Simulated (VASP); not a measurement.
Sc, 2 atoms in the cell. Symmetry: P6_3/mmc, No. 194, hexagonal system. Conventional cell: a = 3.309 Å, b = 3.309 Å, c = 5.268 Å, α = 90.00°, β = 90.00°, γ = 120.00°. Sc (site symmetry -6m2) has 12 Sc at 3.25 to 3.31 Å within 4.3 Å. 

| Item | Value |
| --- | --- |
| Program | VASP 6.6.1 |
| Task | single point |
| Functional | PBE |
| Potentials or basis | VASP PAW PBE potentials, release 64 (Sc_sv) |
| Cutoff | 520 eV |
| k mesh | 13 × 13 × 7 |
| Occupations | fermi-dirac, width 0.03 eV |
| Spin | no spin polarisation |
| Dipole correction | no |
| Further INCAR settings | ALGO = Normal; EDIFF = 1e-06; NBANDS = 18 |

Potentials or basis: VASP PAW PBE potentials, release 64 (Sc_sv).

Command:

```console
$ cat potpaw_PBE.64/Sc_sv/POTCAR > POTCAR
$ mpirun -np 1 vasp_std > vasp.out
```

Hardware: 1 thread of Oxide Virtual Turin-like Processor, on a shared host.

Question: How long does it take, and how much memory?

Answer: Run time: 78 s on 1 thread of Oxide Virtual Turin-like Processor (shared host), peak memory 0.18 GiB. Counts: scf iterations 13, k points 84.
